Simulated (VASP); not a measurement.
# Br (Fm-3m) in VASP: a series of runs

The runs below take Br through single point, relaxation of cell and atoms, with PBE.

Program: VASP 6.6.1. These are calculated values, not measurements. Logs are shortened: lines on timing, memory, paths and dates and some standing lists are left out, and cuts for length are marked.

### 1 The cell of the first run

Symmetry: Fm-3m, No. 225, cubic system. The conventional cell has a = 4.722 Å, b = 4.722 Å, c = 4.722 Å, α = 90.00°, β = 90.00°, γ = 90.00°. Br (site symmetry m-3m) has 12 Br at 3.34 Å within 4.4 Å.

### 2 Single point, PBE

The input, INCAR:

```
SYSTEM = Br
PREC = Accurate
ENCUT = 500
EDIFF = 1E-6
ISMEAR = -1
SIGMA = 0.02
LREAL = .False.
LASPH = .True.
NELM = 120
ALGO = Normal
ISIF = 2
LWAVE = .False.
LCHARG = .False.
GGA = PE
NBANDS = 10
GGA_COMPAT = .False.
```

The input, KPOINTS:

```
regular mesh
0
Gamma
  15 15 15
  0 0 0
```

The input, POSCAR:

```
Br
1.0
    0.0000000000      2.3608050719      2.3608050719
    2.3608050719      0.0000000000      2.3608050719
    2.3608050719      2.3608050719      0.0000000000
Br
1
Direct
    0.0000000000      0.0000000000      0.0000000000
```

Potentials or basis: VASP PAW PBE potentials, release 64 (Br).

Run with:

```sh
$ cat potpaw_PBE.64/Br/POTCAR > POTCAR
$ mpirun -np 1 vasp_std > vasp.out
```

OUTCAR:

```text
SYSTEM = Br
   PREC = Accurate
   ENCUT = 500
   EDIFF = 1E-6
   ISMEAR = -1
   LREAL = .False.
   LASPH = .True.
   NELM = 120
   ISIF = 2
   GGA = PE

 ion  position               nearest neighbor table
   1  0.000  0.000  0.000-

  LATTYP: Found a face centered cubic cell.
 ALAT       =     4.7216101438

  Lattice vectors:

 A1 = (   0.0000000000,   2.3608050719,   2.3608050719)
 A2 = (   2.3608050719,   0.0000000000,   2.3608050719)
 A3 = (   2.3608050719,   2.3608050719,   0.0000000000)

Analysis of symmetry for initial positions (statically):
=====================================================================
 Subroutine PRICEL returns:
 Original cell was already a primitive cell.

 Routine SETGRP: Setting up the symmetry group for a
 face centered cubic supercell.

 Subroutine GETGRP returns: Found 48 space group operations
 (whereof 48 operations were pure point group operations)
 out of a pool of 48 trial point group operations.

The static configuration has the point symmetry O_h .

Analysis of symmetry for dynamics (positions and initial velocities):
=====================================================================
 Subroutine PRICEL returns:
 Original cell was already a primitive cell.

 Routine SETGRP: Setting up the symmetry group for a
 face centered cubic supercell.

 Subroutine GETGRP returns: Found 48 space group operations
 (whereof 48 operations were pure point group operations)
 out of a pool of 48 trial point group operations.

The dynamic configuration has the point symmetry O_h .

 Subroutine INISYM returns: Found 48 space group operations
 (whereof 48 operations are pure point group operations),
 and found     1 'primitive' translations

----------------------------------------------------------------------------------------

                                     Primitive cell

  volume of cell :      26.3154

  direct lattice vectors                    reciprocal lattice vectors
     0.000000000  2.360805072  2.360805072    -0.211792158  0.211792158  0.211792158
     2.360805072  0.000000000  2.360805072     0.211792158 -0.211792158  0.211792158
     2.360805072  2.360805072  0.000000000     0.211792158  0.211792158 -0.211792158

  length of vectors
     3.338682551  3.338682551  3.338682551     0.366834778  0.366834778  0.366834778

  position of ions in fractional coordinates (direct lattice)
     0.000000000  0.000000000  0.000000000

  ion indices of the primitive-cell ions
   primitive index   ion index
                 1           1

----------------------------------------------------------------------------------------

 KPOINTS: regular mesh

Automatic generation of k-mesh.
 Grid dimensions read from file:
 generate k-points for:   15   15   15

 Generating k-lattice:

  Cartesian coordinates                     Fractional coordinates (reciprocal lattice)
    -0.014119477  0.014119477  0.014119477     0.066666667  0.000000000  0.000000000
     0.014119477 -0.014119477  0.014119477     0.000000000  0.066666667  0.000000000
     0.014119477  0.014119477 -0.014119477     0.000000000  0.000000000  0.066666667

  Length of vectors
     0.024455652  0.024455652  0.024455652

  Shift w.r.t. Gamma in fractional coordinates (k-lattice)
     0.000000000  0.000000000  0.000000000

 Subroutine IBZKPT returns following result:
 ===========================================

 Found    120 irreducible k-points:

 Following reciprocal coordinates:
            Coordinates               Weight
  0.000000  0.000000  0.000000      1.000000
  0.066667  0.000000  0.000000      8.000000
  0.133333  0.000000  0.000000      8.000000
  0.200000  0.000000  0.000000      8.000000
  0.266667  0.000000  0.000000      8.000000
  0.333333  0.000000  0.000000      8.000000
[... 16 lines left out ...]
  0.133333  0.133333  0.000000      6.000000
  0.200000  0.133333  0.000000     24.000000
 [... further k-points ...]
   k-points           NKPTS =    120   k-points in BZ     NKDIM =    120   number of bands    NBANDS=     10
   number of dos      NEDOS =    301   number of ions     NIONS =      1
   total plane-waves  NPLWV =  13824
   dimension x,y,z NGX =    24 NGY =   24 NGZ =   24
   dimension x,y,z NGXF=    48 NGYF=   48 NGZF=   48
   ions per type =               1
   NGX,Y,Z   is equivalent  to a cutoff of  11.95, 11.95, 11.95 a.u.
   NGXF,Y,Z  is equivalent  to a cutoff of  23.90, 23.90, 23.90 a.u.
 SYSTEM =  Br
   PREC   = accura    normal or accurate (medium, high low for compatibility)
   ISTART =      0    job   : 0-new  1-cont  2-samecut
   ICHARG =      2    charge: 1-file 2-atom 10-const
   ISPIN  =      1    spin polarized calculation?
   LNONCOLLINEAR =      F non collinear calculations
   LSORBIT =      F    spin-orbit coupling
   LASPH  =      T    aspherical Exc in radial PAW
   ENCUT  =  500.0 eV  36.75 Ry    6.06 a.u.   6.09  6.09  6.09*2*pi/ulx,y,z
   NELM   =    120;   NELMIN=  2; NELMDL= -5     # of ELM steps
   EDIFF  = 0.1E-05   stopping-criterion for ELM
   LREAL  =      F    real-space projection
   EDIFFG = 0.1E-04   stopping-criterion for IOM
   NSW    =      0    number of steps for IOM
   IBRION =     -1    ionic relax: 0-MD 1-quasi-New 2-CG
   NFREE  =      0    steps in history (QN), initial steepest desc. (CG)
   ISIF   =      2    stress and relaxation
   ISYM   =      2    0-nonsym 1-usesym 2-fastsym
   POTIM  = 0.5000    time-step for ionic-motion
   TEBEG  =    0.0;   TEEND  =   0.0 temperature during run
   PSTRESS=    0.0 pullay stress
   NELECT =       7.0000    total number of electrons
   NUPDOWN=      -1.0000    fix difference up-down
   EMIN   =  10.00;   EMAX   =-10.00  energy-range for DOS
   EFERMI =   0.00;   METHOD = LEGACY
   ISMEAR =    -1;   SIGMA  =   0.02  broadening in eV -4-tet -1-fermi 0-gaus
   EFERMI_NEDOS =   21; number of points for ismear=-14 and -15
   IALGO  =     38    algorithm
   IMIX   =      4    mixing-type and parameters
     AMIX     =   0.40;   BMIX     =  1.00
     AMIX_MAG =   1.60;   BMIX_MAG =  1.00
  volume/ion in A,a.u.               =      26.32       177.59
  Fermi-wavevector in a.u.,A,eV,Ry     =   1.052860  1.989617 15.082257  1.108515
  Thomas-Fermi vector in A             =   2.187959
   LORBIT       =      0    0 simple, 1 ext, 2 COOP (PROOUT), +10 PAW based schemes
   GGA     = PE    functional components
   LHFCALC =     F    Hartree Fock is set to
   AEXX    =    0.0000 exact exchange contribution
   IVDW    =     0    specifies the selected vdW correction
   LEPSILON=     F    determine dielectric tensor
   LRPA    =     F    only Hartree local field effects (RPA)
 non-spin polarized calculation
  energy-cutoff  :      500.00
  volume of cell :       26.32
 maximum number of plane-waves:       681
   NGX = 13   NGY = 13   NGZ = 13

 number of electron       7.0000001 magnetization

 Free energy of the ion-electron system (eV)
  ---------------------------------------------------
  ext. energy  EPLUGINS =         0.00000000
  ---------------------------------------------------
  free energy    TOTEN  =        -0.97818885 eV

  energy without entropy =       -0.97545574  energy(sigma->0) =       -0.97682229

 E-fermi :   1.5444     XC(G=0):  -9.3213

 val. band max:        1.5424147589   @ k =  -0.3333   0.2000   0.0667
 cond. band min:       1.5466696013   @ k =  -0.1333   0.1333   0.0000
 fundamental gap:      0.0042548424
 Fermi energy:         1.5444283732

 k-point     1 :       0.0000    0.0000    0.0000
  band No.  band energies     occupation
      1     -13.7272      2.00000
      2       2.4194      0.00000
      3       2.4194      0.00000
      4       2.4194      0.00000
      5       9.5544      0.00000
      6      14.0993      0.00000
      7      14.0993      0.00000
      8      14.0993      0.00000
      9      18.2269      0.00000
     10      18.2882      0.00000

 k-point     2 :       0.0667    0.0000    0.0000
  band No.  band energies     occupation
      1     -13.6792      2.00000
      2       2.0786      0.00000
      3       2.3875      0.00000
      4       2.3875      0.00000
      5       9.8535      0.00000
      6      13.8196      0.00000
      7      14.2060      0.00000
      8      14.2060      0.00000
      9      17.9632      0.00000
     10      17.9632      0.00000

 k-point     3 :       0.1333    0.0000    0.0000
  band No.  band energies     occupation
      1     -13.5395      2.00000
      2       1.2316      2.00000
      3       2.3001      0.00000
      4       2.3001      0.00000
      5      10.4732      0.00000
      6      13.4405      0.00000
      7      14.4517      0.00000
      8      14.4517      0.00000
      9      17.4065      0.00000
     10      17.4065      0.00000

 k-point     4 :       0.2000    0.0000    0.0000
  band No.  band energies     occupation
      1     -13.3213      2.00000
      2       0.1715      2.00000
      3       2.1773      0.00000
      4       2.1773      0.00000
      5      10.7814      0.00000
      6      13.6772      0.00000
      7      14.5685      0.00000
      8      14.5685      0.00000
      9      17.2427      0.00000
     10      17.2427      0.00000

 k-point     5 :       0.2667    0.0000    0.0000
  band No.  band energies     occupation
      1     -13.0494      2.00000
      2      -0.8953      2.00000
      3       2.0442      0.00000
      4       2.0442      0.00000
      5      10.5998      0.00000
      6      14.3367      0.00000
      7      14.3367      0.00000
      8      14.6020      0.00000
      9      17.8021      0.00000
     10      17.8021      0.00000

 k-point     6 :       0.3333    0.0000    0.0000
  band No.  band energies     occupation
      1     -12.7626      2.00000
      2      -1.8333      2.00000
      3       1.9241      0.00000
      4       1.9241      0.00000
      5      10.2984      0.00000
      6      13.9629      0.00000
      7      13.9629      0.00000
      8      15.5894      0.00000
      9      18.5247      0.00000
     10      18.8862      0.00000
[... 183 lines left out ...]
 k-point    21 :      -0.1333    0.0667    0.0000
  band No.  band energies     occupation
      1     -13.4345      2.00000
      2       0.8080      2.00000
      3       1.9894      0.00000
      4       2.3384      0.00000
      5      10.8845      0.00000
      6      13.1301      0.00000
      7      14.5713      0.00000
      8      14.6761      0.00000
      9      16.5209      0.00000
     10      17.8545      0.00000

 k-point    22 :      -0.0667    0.0667    0.0000
  band No.  band energies     occupation
      1     -13.6006      2.00000
      2       1.6522      0.00908
      3       2.1972      0.00000
      4       2.3968      0.00000
      5      10.2792      0.00000
      6      13.4270      0.00000
      7      14.3141      0.00000
      8      14.4960      0.00000
      9      17.1834      0.00000
     10      17.9622      0.00000

 k-point    23 :       0.1333    0.1333    0.0000
  band No.  band energies     occupation
      1     -13.4769      2.00000
      2       1.3103      1.99998
      3       2.0238      0.00000
      4       2.0238      0.00000
      5      10.8800      0.00000
      6      12.5705      0.00000
      7      14.9804      0.00000
      8      14.9804      0.00000
      9      15.7256      0.00000
     10      18.6781      0.00000

 k-point    24 :       0.2000    0.1333    0.0000
  band No.  band energies     occupation
      1     -13.3151      2.00000
      2       0.6201      2.00000
      3       1.8454      0.00000
      4       1.8967      0.00000
      5      11.3279      0.00000
      6      12.1963      0.00000
      7      14.6738      0.00000
      8      15.3627      0.00000
      9      15.9229      0.00000
     10      18.7509      0.00000

 [... further k-points ...]

------------------------ aborting loop because EDIFF is reached ----------------------------------------

  FORCE on cell =-STRESS in cart. coord.  units (eV):
  Direction    XX          YY          ZZ          XY          YZ          ZX
  --------------------------------------------------------------------------------------
  -------------------------------------------------------------------------------------
  Total        0.0021753      0.0021753      0.0021753      0.0000000     -0.0000000      0.0000000
  in kB        0.1324414      0.1324414      0.1324414      0.0000000     -0.0000000      0.0000000
  external PRESSURE =       0.1324414 kB  Pullay stress =       0.0000000 kB

 VOLUME and BASIS-vectors are now :
 -----------------------------------------------------------------------------
  energy-cutoff  :      500.00
  volume of cell :       26.32
      direct lattice vectors                 reciprocal lattice vectors
     0.000000000  2.360805072  2.360805072    -0.211792158  0.211792158  0.211792158
     2.360805072  0.000000000  2.360805072     0.211792158 -0.211792158  0.211792158
     2.360805072  2.360805072  0.000000000     0.211792158  0.211792158 -0.211792158

 POSITION                                       TOTAL-FORCE (eV/Angst)
 -----------------------------------------------------------------------------------
      0.00000      0.00000      0.00000         0.000000      0.000000     -0.000000
 -----------------------------------------------------------------------------------
    total drift:                               -0.000000     -0.000000     -0.000000

  FREE ENERGIE OF THE ION-ELECTRON SYSTEM (eV)
  ---------------------------------------------------
  free  energy   TOTEN  =        -0.9781888461 eV

  energy  without entropy=       -0.9754557400  energy(sigma->0) =       -0.97682229
```

Wall time 36 s (1 thread of AMD EPYC 7R43 (Zen 3), shared host); peak memory 0.11 GiB.

Results:

```
Free energy            : -0.9782 eV
Pressure               : 0.0 GPa
Band gap on the k mesh : zero (an odd number of electrons rules out a gap without spin polarisation)
```

Caveat: an odd number of electrons without spin polarisation forces a metal; a magnetic or distorted state may lie lower.

### 3 Relaxation of cell and atoms, PBE

This run uses another cell than the first one, of 26.12 Å³/atom.

The input, INCAR:

```
SYSTEM = Br
  PREC = Accurate
  ENCUT = 500
  EDIFF = 1E-7
  ISMEAR = -1
  SIGMA = 0.02
  LREAL = .False.
  LASPH = .True.
  NELM = 120
  ALGO = Normal
  ISIF = 3
  LWAVE = .False.
  LCHARG = .False.
  GGA = PE
  IBRION = 2
  NSW = 80
  EDIFFG = -0.01
  GGA_COMPAT = .False.
  NELMIN = 4
```

The input, KPOINTS:

```
Automatic mesh
0
Gamma
  15 15 15
  0 0 0
```

The input, POSCAR:

```
Br
1.0
    0.0000000000      2.3550000000      2.3550000000
    2.3550000000      0.0000000000      2.3550000000
    2.3550000000      2.3550000000      0.0000000000
Br
1
Direct
    0.0000000000      0.0000000000      0.0000000000
```

Potentials or basis: VASP PAW PBE potentials, release 64 (Br).

Run with:

```sh
$ cat potpaw_PBE.64/Br/POTCAR > POTCAR
$ mpirun -np 1 vasp_std > vasp.out
```

Run time: 49 s. Hardware: 1 thread of AMD EPYC 7R43 (Zen 3), shared host; peak memory 0.12 GiB.

The run converged. Its results:

| Quantity | Value |
| --- | --- |
| Free energy | -0.9782 eV |
| Relaxed volume | 26.32 Å³/atom |
| Relaxed cell | a = 3.339 Å, b = 3.339 Å, c = 3.339 Å, α = 60.00°, β = 60.00°, γ = 60.00° |
| Space group after relaxing (to 0.1 Å) | Fm-3m (No. 225) |
| Energy gained by relaxing | 0.1 meV/atom |
| Ionic steps | 3 |
| Pressure after relaxing | 0.0 GPa |
| Band gap on the k mesh | zero (an odd number of electrons rules out a gap without spin polarisation) |

Step by step:
| step | energy change (eV) | largest force (eV/Å) | pressure (GPa) | volume (Å³) |
| --- | --- | --- | --- | --- |
| 1 | 0.0000 | 0.0000 | 0.22 | 26.12 |
| 2 | -0.0001 | 0.0000 | 0.07 | 26.26 |
| 3 | -0.0001 | 0.0000 | 0.01 | 26.32 |

Final structure:
```
Br
1.0
     0.00000    2.36080    2.36080
     2.36080    0.00000    2.36080
     2.36080    2.36080    0.00000
Br
1
Direct
  0.00000 0.00000 0.00000
```

Levels at points of the mesh, in eV from the Fermi level:
```tsv
k point	band 1	band 2	band 3	band 4	band 5	band 6	band 7
(0.00, 0.00, 0.00)	-15.27	0.88	0.88	0.88	8.01	12.55	12.55
```

Caveat: an odd number of electrons without spin polarisation forces a metal; a magnetic or distorted state may lie lower.
